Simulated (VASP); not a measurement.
# RbCaH3 (Pm-3m) in VASP: further runs

RbCaH3 is run at these levels: LDA; tasks: single point, relaxation of cell and atoms.

All numbers are computed with VASP 6.6.1; they aren't measurements. Logs are shortened: lines on timing, memory, paths and dates and some standing lists are left out, and cuts for length are marked.

## Step 1: The cell of the first run

Symmetry: Pm-3m, No. 221, cubic system. The conventional cell has a = 4.398 Å, b = 4.398 Å, c = 4.398 Å, α = 90.00°, β = 90.00°, γ = 90.00°. Within 4.1 Å of Rb (site symmetry m-3m) lie 12 H at 3.11 Å and 8 Ca at 3.81 Å. Within 2.9 Å of Ca (site symmetry m-3m) lie 6 H at 2.20 Å. H (site symmetry 4/mmm) has 2 Ca at 2.20 Å within 2.9 Å.

## Step 2: Single point, LDA

The input, INCAR:

```
  ALGO = Normal
  EDIFF = 1E-7
  ENCUT = 520
  ISIF = 2
  ISMEAR = 0
  LASPH = T
  LCHARG = F
  LREAL = F
  LWAVE = F
  NBANDS = 19
  NELM = 100
  PREC = Accurate
  SIGMA = 0.02
```

The input, KPOINTS:

```
k-points
0
Gamma
  6 6 6
```

The input, POSCAR:

```
RbCaH3
1.0
    4.3979328333      0.0000000000      0.0000000000
    0.0000000000      4.3979328333      0.0000000000
    0.0000000000      0.0000000000      4.3979328333
Rb Ca H
1 1 3
Direct
    0.0000000000      0.0000000000      0.0000000000
    0.5000000000      0.5000000000      0.5000000000
    0.0000000000      0.5000000000      0.5000000000
    0.5000000000      0.0000000000      0.5000000000
    0.5000000000      0.5000000000      0.0000000000
```

Potentials or basis: VASP PAW LDA potentials, release 64 (Rb_sv, Ca_sv, H).

Command:

```sh
cat potpaw_LDA.64/Rb_sv/POTCAR potpaw_LDA.64/Ca_sv/POTCAR potpaw_LDA.64/H/POTCAR > POTCAR
mpirun -np 1 vasp_std > vasp.out
```

OUTCAR:

```text
EDIFF = 1E-7
   ENCUT = 520
   ISIF = 2
   ISMEAR = 0
   LASPH = T
   LREAL = F
   NELM = 100
   PREC = Accurate

 ion  position               nearest neighbor table
   1  0.000  0.000  0.000-   3 3.11   4 3.11   5 3.11   3 3.11   4 3.11   3 3.11   5 3.11   3 3.11
                             4 3.11   5 3.11   4 3.11   5 3.11   2 3.81   2 3.81   2 3.81   2 3.81
   2  0.500  0.500  0.500-   1 3.81   1 3.81   1 3.81   1 3.81   1 3.81   1 3.81   1 3.81   1 3.81

   3  0.000  0.500  0.500-   1 3.11   1 3.11   1 3.11   1 3.11
   4  0.500  0.000  0.500-   1 3.11   1 3.11   1 3.11   1 3.11
   5  0.500  0.500  0.000-   1 3.11   1 3.11   1 3.11   1 3.11

  LATTYP: Found a simple cubic cell.
 ALAT       =     4.3979328333

  Lattice vectors:

 A1 = (   4.3979328333,   0.0000000000,   0.0000000000)
 A2 = (   0.0000000000,   4.3979328333,   0.0000000000)
 A3 = (   0.0000000000,   0.0000000000,   4.3979328333)

Analysis of symmetry for initial positions (statically):
=====================================================================
 Subroutine PRICEL returns:
 Original cell was already a primitive cell.

 Routine SETGRP: Setting up the symmetry group for a
 simple cubic supercell.

 Subroutine GETGRP returns: Found 48 space group operations
 (whereof 48 operations were pure point group operations)
 out of a pool of 48 trial point group operations.

The static configuration has the point symmetry O_h .

Analysis of symmetry for dynamics (positions and initial velocities):
=====================================================================
 Subroutine PRICEL returns:
 Original cell was already a primitive cell.

 Routine SETGRP: Setting up the symmetry group for a
 simple cubic supercell.

 Subroutine GETGRP returns: Found 48 space group operations
 (whereof 48 operations were pure point group operations)
 out of a pool of 48 trial point group operations.

The dynamic configuration has the point symmetry O_h .

 Subroutine INISYM returns: Found 48 space group operations
 (whereof 48 operations are pure point group operations),
 and found     1 'primitive' translations

----------------------------------------------------------------------------------------

                                     Primitive cell

  volume of cell :      85.0640

  direct lattice vectors                    reciprocal lattice vectors
     4.397932833  0.000000000  0.000000000     0.227379553  0.000000000  0.000000000
     0.000000000  4.397932833  0.000000000     0.000000000  0.227379553  0.000000000
     0.000000000  0.000000000  4.397932833     0.000000000  0.000000000  0.227379553

  length of vectors
     4.397932833  4.397932833  4.397932833     0.227379553  0.227379553  0.227379553

  position of ions in fractional coordinates (direct lattice)
     0.000000000  0.000000000  0.000000000
     0.500000000  0.500000000  0.500000000
     0.000000000  0.500000000  0.500000000
     0.500000000  0.000000000  0.500000000
     0.500000000  0.500000000  0.000000000

  ion indices of the primitive-cell ions
   primitive index   ion index
                 1           1
                 2           2
                 3           3
                 4           4
                 5           5

----------------------------------------------------------------------------------------

 KPOINTS: k-points

Automatic generation of k-mesh.
 Grid dimensions read from file:
 generate k-points for:    6    6    6

 Generating k-lattice:

  Cartesian coordinates                     Fractional coordinates (reciprocal lattice)
     0.037896592  0.000000000  0.000000000     0.166666667  0.000000000  0.000000000
     0.000000000  0.037896592  0.000000000     0.000000000  0.166666667  0.000000000
     0.000000000  0.000000000  0.037896592     0.000000000  0.000000000  0.166666667

  Length of vectors
     0.037896592  0.037896592  0.037896592

  Shift w.r.t. Gamma in fractional coordinates (k-lattice)
     0.000000000  0.000000000  0.000000000

 Subroutine IBZKPT returns following result:
 ===========================================

 Found     20 irreducible k-points:

 Following reciprocal coordinates:
            Coordinates               Weight
  0.000000  0.000000  0.000000      1.000000
  0.166667  0.000000  0.000000      6.000000
  0.333333  0.000000  0.000000      6.000000
  0.500000  0.000000  0.000000      3.000000
  0.166667  0.166667  0.000000     12.000000
  0.333333  0.166667  0.000000     24.000000
[... 12 lines left out ...]
  0.500000  0.500000  0.333333      6.000000
  0.500000  0.500000  0.500000      1.000000
   k-points           NKPTS =     20   k-points in BZ     NKDIM =     20   number of bands    NBANDS=     19
   number of dos      NEDOS =    301   number of ions     NIONS =      5
   total plane-waves  NPLWV =  46656
   dimension x,y,z NGX =    36 NGY =   36 NGZ =   36
   dimension x,y,z NGXF=    72 NGYF=   72 NGZF=   72
   ions per type =               1   1   3
   NGX,Y,Z   is equivalent  to a cutoff of  13.61, 13.61, 13.61 a.u.
   NGXF,Y,Z  is equivalent  to a cutoff of  27.22, 27.22, 27.22 a.u.
 SYSTEM =  unknown system
   PREC   = accura    normal or accurate (medium, high low for compatibility)
   ISTART =      0    job   : 0-new  1-cont  2-samecut
   ICHARG =      2    charge: 1-file 2-atom 10-const
   ISPIN  =      1    spin polarized calculation?
   LNONCOLLINEAR =      F non collinear calculations
   LSORBIT =      F    spin-orbit coupling
   LASPH  =      T    aspherical Exc in radial PAW
   ENCUT  =  520.0 eV  38.22 Ry    6.18 a.u.   8.18  8.18  8.18*2*pi/ulx,y,z
   NELM   =    100;   NELMIN=  2; NELMDL= -5     # of ELM steps
   EDIFF  = 0.1E-06   stopping-criterion for ELM
   LREAL  =      F    real-space projection
   EDIFFG = 0.1E-05   stopping-criterion for IOM
   NSW    =      0    number of steps for IOM
   IBRION =     -1    ionic relax: 0-MD 1-quasi-New 2-CG
   NFREE  =      0    steps in history (QN), initial steepest desc. (CG)
   ISIF   =      2    stress and relaxation
   ISYM   =      2    0-nonsym 1-usesym 2-fastsym
   POTIM  = 0.5000    time-step for ionic-motion
   TEBEG  =    0.0;   TEEND  =   0.0 temperature during run
   PSTRESS=    0.0 pullay stress
   NELECT =      22.0000    total number of electrons
   NUPDOWN=      -1.0000    fix difference up-down
   EMIN   =  10.00;   EMAX   =-10.00  energy-range for DOS
   EFERMI =   0.00;   METHOD = LEGACY
   ISMEAR =     0;   SIGMA  =   0.02  broadening in eV -4-tet -1-fermi 0-gaus
   EFERMI_NEDOS =   21; number of points for ismear=-14 and -15
   IALGO  =     38    algorithm
   IMIX   =      4    mixing-type and parameters
     AMIX     =   0.40;   BMIX     =  1.00
     AMIX_MAG =   1.60;   BMIX_MAG =  1.00
  volume/ion in A,a.u.               =      17.01       114.81
  Fermi-wavevector in a.u.,A,eV,Ry     =   1.043039  1.971058 14.802186  1.087930
  Thomas-Fermi vector in A             =   2.177730
   LORBIT       =      0    0 simple, 1 ext, 2 COOP (PROOUT), +10 PAW based schemes
   GGA     = CA    functional components
   LHFCALC =     F    Hartree Fock is set to
   AEXX    =    0.0000 exact exchange contribution
   IVDW    =     0    specifies the selected vdW correction
   LEPSILON=     F    determine dielectric tensor
   LRPA    =     F    only Hartree local field effects (RPA)
 non-spin polarized calculation
 Gauss-broadening in eV      SIGMA  =   0.02
  energy-cutoff  :      520.00
  volume of cell :       85.06
 maximum number of plane-waves:      2320
 NGX is ok and might be reduce to    36
   NGX = 17   NGY = 17   NGZ = 17

 number of electron      22.0000001 magnetization

 Free energy of the ion-electron system (eV)
  ---------------------------------------------------
  ext. energy  EPLUGINS =         0.00000000
  ---------------------------------------------------
  free energy    TOTEN  =       -15.87766183 eV

  energy without entropy =      -15.87766183  energy(sigma->0) =      -15.87766183

 E-fermi :  -0.8083     XC(G=0):  -8.5669

 val. band max:       -1.0097100381   @ k =   0.5000   0.5000   0.0000
 cond. band min:       1.8090839166   @ k =   0.5000   0.5000   0.0000
 fundamental gap:      2.8187939547
 Fermi energy:        -0.8082742635

 k-point     1 :       0.0000    0.0000    0.0000
  band No.  band energies     occupation
      1     -38.8919      2.00000
      2     -26.1618      2.00000
      3     -20.2305      2.00000
      4     -20.2305      2.00000
      5     -20.2305      2.00000
      6     -10.2836      2.00000
[... 11 lines left out ...]
     18       6.6121      0.00000
     19       6.6121      0.00000

 k-point     2 :       0.1667    0.0000    0.0000
  band No.  band energies     occupation
      1     -38.8915      2.00000
      2     -26.1595      2.00000
      3     -20.2422      2.00000
      4     -20.2298      2.00000
      5     -20.2298      2.00000
      6     -10.3603      2.00000
[... 11 lines left out ...]
     18       6.2100      0.00000
     19       6.8823      0.00000

 k-point     3 :       0.3333    0.0000    0.0000
  band No.  band energies     occupation
      1     -38.8906      2.00000
      2     -26.1549      2.00000
      3     -20.2656      2.00000
      4     -20.2284      2.00000
      5     -20.2284      2.00000
      6     -10.5056      2.00000
[... 11 lines left out ...]
     18       5.6101      0.00000
     19       6.8942      0.00000

 k-point     4 :       0.5000    0.0000    0.0000
  band No.  band energies     occupation
      1     -38.8902      2.00000
      2     -26.1526      2.00000
      3     -20.2771      2.00000
      4     -20.2277      2.00000
      5     -20.2277      2.00000
      6     -10.5747      2.00000
[... 319 lines left out ...]
     18       7.7970      0.00000
     19       7.9354      0.00000

 k-point    19 :       0.5000    0.5000    0.3333
  band No.  band energies     occupation
      1     -38.8872      2.00000
      2     -26.1351      2.00000
      3     -20.2748      2.00000
      4     -20.2748      2.00000
      5     -20.2617      2.00000
      6     -10.4679      2.00000
[... 11 lines left out ...]
     18       8.1367      0.00000
     19       8.6620      0.00000

 k-point    20 :       0.5000    0.5000    0.5000
  band No.  band energies     occupation
      1     -38.8868      2.00000
      2     -26.1328      2.00000
      3     -20.2738      2.00000
      4     -20.2738      2.00000
      5     -20.2738      2.00000
      6     -10.4593      2.00000
[... 11 lines left out ...]
     18       8.5794      0.00000
     19       8.8369      0.00000

------------------------ aborting loop because EDIFF is reached ----------------------------------------

  FORCE on cell =-STRESS in cart. coord.  units (eV):
  Direction    XX          YY          ZZ          XY          YZ          ZX
  --------------------------------------------------------------------------------------
  -------------------------------------------------------------------------------------
  Total        0.0287954      0.0287954      0.0287954      0.0000000      0.0000000     -0.0000000
  in kB        0.5423605      0.5423605      0.5423605      0.0000000      0.0000000     -0.0000000
  external PRESSURE =       0.5423605 kB  Pullay stress =       0.0000000 kB

 VOLUME and BASIS-vectors are now :
 -----------------------------------------------------------------------------
  energy-cutoff  :      520.00
  volume of cell :       85.06
      direct lattice vectors                 reciprocal lattice vectors
     4.397932833  0.000000000  0.000000000     0.227379553  0.000000000  0.000000000
     0.000000000  4.397932833  0.000000000     0.000000000  0.227379553  0.000000000
     0.000000000  0.000000000  4.397932833     0.000000000  0.000000000  0.227379553

 POSITION                                       TOTAL-FORCE (eV/Angst)
 -----------------------------------------------------------------------------------
      0.00000      0.00000      0.00000         0.000000      0.000000      0.000000
      2.19897      2.19897      2.19897         0.000000      0.000000      0.000000
      0.00000      2.19897      2.19897         0.000000      0.000000      0.000000
      2.19897      0.00000      2.19897         0.000000      0.000000      0.000000
      2.19897      2.19897      0.00000         0.000000      0.000000      0.000000
 -----------------------------------------------------------------------------------
    total drift:                                0.000000      0.000000      0.000000

  FREE ENERGIE OF THE ION-ELECTRON SYSTEM (eV)
  ---------------------------------------------------
  free  energy   TOTEN  =       -15.8776618258 eV

  energy  without entropy=      -15.8776618258  energy(sigma->0) =      -15.87766183
```

Wall time 25 s (1 thread of Intel Xeon Platinum 8375C at 2.90GHz (Ice Lake), shared host); peak memory 0.19 GiB.

Results:

```
Free energy            : -15.8777 eV
Pressure               : 0.1 GPa
Band gap on the k mesh : 2.82 eV, direct
```

A k mesh can miss the band edges. As with any semilocal functional, this LDA gap is likely too small.

## Step 3: Relaxation of cell and atoms, LDA

This run uses another cell than the first one, of 18.72 Å³/atom, 1.100 times its volume.

The input, INCAR:

```
PREC = Accurate
ENCUT = 600
EDIFF = 1E-6
ISMEAR = 0
SIGMA = 0.02
LREAL = False
LASPH = True
NELM = 80
ALGO = Normal
ISIF = 3
LWAVE = False
LCHARG = False
GGA = CA
IBRION = 2
NSW = 70
EDIFFG = -0.005
```

The input, KPOINTS:

```
regular mesh
0
Gamma
  6 6 6
```

Changes to POSCAR since step 2:

```diff
@@ -2,5 +2,5 @@
 1.0
-    4.3979328333      0.0000000000      0.0000000000
-    0.0000000000      4.3979328333      0.0000000000
-    0.0000000000      0.0000000000      4.3979328333
+    4.5402813177      0.0000000000      0.0000000000
+    0.0000000000      4.5402813177      0.0000000000
+    0.0000000000      0.0000000000      4.5402813177
 Rb Ca H
```

Potentials or basis: VASP PAW LDA potentials, release 64 (Rb_sv, Ca_sv, H).

Command:

```sh
cat potpaw_LDA.64/Rb_sv/POTCAR potpaw_LDA.64/Ca_sv/POTCAR potpaw_LDA.64/H/POTCAR > POTCAR
mpirun -np 1 vasp_std > vasp.out
```

OUTCAR:

```text
PREC = Accurate
   ENCUT = 600
   EDIFF = 1E-6
   ISMEAR = 0
   LREAL = False
   LASPH = True
   NELM = 80
   ISIF = 3
   GGA = CA
   IBRION = 2
   NSW = 70
   EDIFFG = -0.005

 ion  position               nearest neighbor table
   1  0.000  0.000  0.000-   3 3.21   4 3.21   5 3.21   3 3.21   4 3.21   3 3.21   5 3.21   3 3.21
                             4 3.21   5 3.21   4 3.21   5 3.21   2 3.93   2 3.93   2 3.93   2 3.93
   2  0.500  0.500  0.500-   1 3.93   1 3.93   1 3.93   1 3.93   1 3.93   1 3.93   1 3.93   1 3.93

   3  0.000  0.500  0.500-   1 3.21   1 3.21   1 3.21   1 3.21
   4  0.500  0.000  0.500-   1 3.21   1 3.21   1 3.21   1 3.21
   5  0.500  0.500  0.000-   1 3.21   1 3.21   1 3.21   1 3.21

  LATTYP: Found a simple cubic cell.
 ALAT       =     4.5402813177

  Lattice vectors:

 A1 = (   4.5402813177,   0.0000000000,   0.0000000000)
 A2 = (   0.0000000000,   4.5402813177,   0.0000000000)
 A3 = (   0.0000000000,   0.0000000000,   4.5402813177)

Analysis of symmetry for initial positions (statically):
=====================================================================
 Subroutine PRICEL returns:
 Original cell was already a primitive cell.

 Routine SETGRP: Setting up the symmetry group for a
 simple cubic supercell.
[... 164 lines left out ...]
  ---------------------------------------------------
  ext. energy  EPLUGINS =         0.00000000
  ---------------------------------------------------
  free energy    TOTEN  =       -15.81807272 eV

  energy without entropy =      -15.81807272  energy(sigma->0) =      -15.81807272

------------------------ aborting loop because EDIFF is reached ----------------------------------------

  FORCE on cell =-STRESS in cart. coord.  units (eV):
  Direction    XX          YY          ZZ          XY          YZ          ZX
  --------------------------------------------------------------------------------------
  -------------------------------------------------------------------------------------
  Total       -1.3113229     -1.3113229     -1.3113229      0.0000000      0.0000000     -0.0000000
  in kB      -22.4477054    -22.4477054    -22.4477054      0.0000000      0.0000000     -0.0000000
  external PRESSURE =     -22.4477054 kB  Pullay stress =       0.0000000 kB
[... 104 lines left out ...]
--------------------------------------- Ionic step        4  -------------------------------------------

 number of electron      22.0000002 magnetization

 Free energy of the ion-electron system (eV)
  ---------------------------------------------------
  ext. energy  EPLUGINS =         0.00000000
  ---------------------------------------------------
  free energy    TOTEN  =       -15.87966241 eV

  energy without entropy =      -15.87966241  energy(sigma->0) =      -15.87966241

 E-fermi :  -0.9328     XC(G=0):  -8.5530

 val. band max:       -1.0274656804   @ k =   0.5000   0.5000   0.0000
 cond. band min:       1.7966346713   @ k =   0.5000   0.5000   0.0000
 fundamental gap:      2.8241003517
 Fermi energy:        -0.9327972804

 k-point     1 :       0.0000    0.0000    0.0000
  band No.  band energies     occupation
      1     -38.9170      2.00000
      2     -26.1788      2.00000
      3     -20.2552      2.00000
      4     -20.2552      2.00000
      5     -20.2552      2.00000
      6     -10.3011      2.00000
      7     -10.3011      2.00000
      8     -10.3011      2.00000
      9      -4.1109      2.00000
     10      -1.6307      2.00000
     11      -1.6307      2.00000
     12       4.9938      0.00000
     13       4.9938      0.00000
     14       4.9938      0.00000
[... 373 lines left out ...]
  FREE ENERGIE OF THE ION-ELECTRON SYSTEM (eV)
  ---------------------------------------------------
  free  energy   TOTEN  =       -15.8796624139 eV

  energy  without entropy=      -15.8796624139  energy(sigma->0) =      -15.87966241

 reached required accuracy - stopping structural energy minimisation
```

CONTCAR:

```text
RbCaH3
   1.00000000000000
     4.4033879064515880    0.0000000000000000   -0.0000000000000000
     0.0000000000000000    4.4033879064515880    0.0000000000000000
    -0.0000000000000000    0.0000000000000000    4.4033879064515880
  Rb              Ca              H
     1     1     3
Direct
     0.0000000000000000    0.0000000000000000    0.0000000000000000
     0.5000000000000000    0.5000000000000000    0.5000000000000000
     0.0000000000000000    0.5000000000000000    0.5000000000000000
     0.5000000000000000    0.0000000000000000    0.5000000000000000
     0.5000000000000000    0.5000000000000000    0.0000000000000000

  0.00000000E+00  0.00000000E+00  0.00000000E+00
  0.00000000E+00  0.00000000E+00  0.00000000E+00
  0.00000000E+00  0.00000000E+00  0.00000000E+00
  0.00000000E+00  0.00000000E+00  0.00000000E+00
  0.00000000E+00  0.00000000E+00  0.00000000E+00
```

It took 65 s on 1 thread of Intel Xeon Platinum 8375C at 2.90GHz (Ice Lake), shared host; peak memory 0.21 GiB.

What came out:

| Quantity | Value |
| --- | --- |
| Free energy | -15.8797 eV |
| Relaxed volume | 17.08 Å³/atom |
| Relaxed cell | a = 4.403 Å, b = 4.403 Å, c = 4.403 Å, α = 90.00°, β = 90.00°, γ = 90.00° |
| Space group after relaxing (to 0.05 Å) | Pm-3m (No. 221) |
| Energy gained by relaxing | 12.3 meV/atom |
| Ionic steps | 4 |
| Pressure after relaxing | 0.0 GPa |
| Band gap on the k mesh | 2.82 eV, direct |

The path:
```
step  energy change (eV)  largest force (eV/Å)  pressure (GPa)  volume (Å³)
   1              0.0000                0.0000           -2.24        93.59
   2             -0.0402                0.0000           -1.40        90.09
   3             -0.0613                0.0000           -0.16        85.89
   4             -0.0616                0.0000            0.00        85.38
```

Final structure:
```xyz
5
Lattice="4.4034 0.0000 0.0000 0.0000 4.4034 0.0000 0.0000 0.0000 4.4034" Properties=species:S:1:pos:R:3 pbc="T T T"
Rb    0.0000    0.0000    0.0000
Ca    2.2017    2.2017    2.2017
H     0.0000    2.2017    2.2017
H     2.2017    0.0000    2.2017
H     2.2017    2.2017    0.0000
```
